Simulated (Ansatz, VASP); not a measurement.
## Sr in VASP and in Ansatz

```
Sr
1.0
     0.00000    2.90289    2.90289
     2.90289    0.00000    2.90289
     2.90289    2.90289    0.00000
Sr
1
Direct
  0.00000 0.00000 0.00000
```

Alike in both runs: task single point; functional LDA; k mesh 9 × 9 × 9; no spin polarisation.

|  | VASP | Ansatz |
| --- | --- | --- |
| version | VASP 6.6.1 | Ansatz 0.2.0 |
| potentials or method | VASP PAW LDA potentials, release 64 (Sr_sv), cutoff 500 eV | plane waves (420 eV) with PAW, scalar-relativistic |
| occupations | methfessel-paxton of order 1, width 0.2 eV | cold, width 0.2 eV |
| valence electrons in the cell | 10 | 10 |

```tsv
	VASP	Ansatz	Ansatz less VASP
pressure (GPa)	-0.1	-0.1	-0.01
```

Ansatz warns that its potentials were made for another functional, while VASP's fit it. LDA's correlation is that of Perdew and Zunger in VASP and of Perdew and Wang (1992) in Ansatz.
